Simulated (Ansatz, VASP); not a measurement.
# Two plane-wave programs on K2H

```
K H
1.0
     0.00000    5.33918    5.33918
     5.33918    0.00000    5.33918
     5.33918    5.33918    0.00000
K H
4 2
Direct
  0.12500 0.12500 0.12500
  0.62500 0.12500 0.12500
  0.12500 0.12500 0.62500
  0.12500 0.62500 0.12500
  0.50000 0.50000 0.50000
  0.75000 0.75000 0.75000
```

Change from the starting cell: species swapped into the Ti2Co type (Fd-3m, No. 227).

Alike in both runs: functional PBE; k mesh 6 × 6 × 6; occupations gaussian, width 0.1 eV; no spin polarisation.

Ansatz relaxed the structure, and its values are those at the end. VASP's run is a single point on that final structure, the one shown.

|  | VASP | Ansatz |
| --- | --- | --- |
| version | VASP 6.6.1 | Ansatz 0.2.0 |
| potentials or method | VASP PAW PBE potentials, release 64 (K_sv, H), cutoff 520 eV | scalar-relativistic, plane waves, PAW |
| valence electrons in the cell | 38 | 38 |

```csv
,VASP,Ansatz,Ansatz less VASP
gap on the k mesh at the Fermi level (eV),none,none,-
pressure (GPa),0.0,0.0,+0.02
```

A gap of «none» marks a metal or a gap that the smearing closes.
